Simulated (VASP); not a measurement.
Input of a VASP 6.6.1 run:

Contents of INCAR:

```
SYSTEM = Cd
PREC = Accurate
ENCUT = 520
EDIFF = 1E-6
ISMEAR = -1
SIGMA = 0.1
LREAL = .False.
LASPH = .True.
NELM = 60
ALGO = Normal
ISIF = 2
LWAVE = .False.
LCHARG = .True.
GGA = PE
LELF = .True.
LVHAR = .True.
NBANDS = 19
```

File KPOINTS:

```
Automatic mesh
0
Gamma
  16 16 9
  0 0 0
```

File POSCAR:

```
Cd
1.0
    2.8044309095      0.0000000000      0.0000000000
   -1.4022154548      2.4287084108      0.0000000000
    0.0000000000      0.0000000000      4.5533584457
Cd
2
Direct
    0.3333333333      0.6666666667      0.2500000000
    0.6666666667      0.3333333333      0.7500000000
```

Potentials or basis: VASP PAW PBE potentials, release 64 (Cd).

Run with:

```console
$ cat potpaw_PBE.64/Cd/POTCAR > POTCAR
$ mpirun -np 1 vasp_std > vasp.out
```

Question: What does it give for the band gap on the k mesh?

Answer: Zero (band 12 reaches 7.74 eV, above the bottom of band 13 at 5.43 eV).

Question: Estimate the pressure.

Answer: 49.6 GPa.
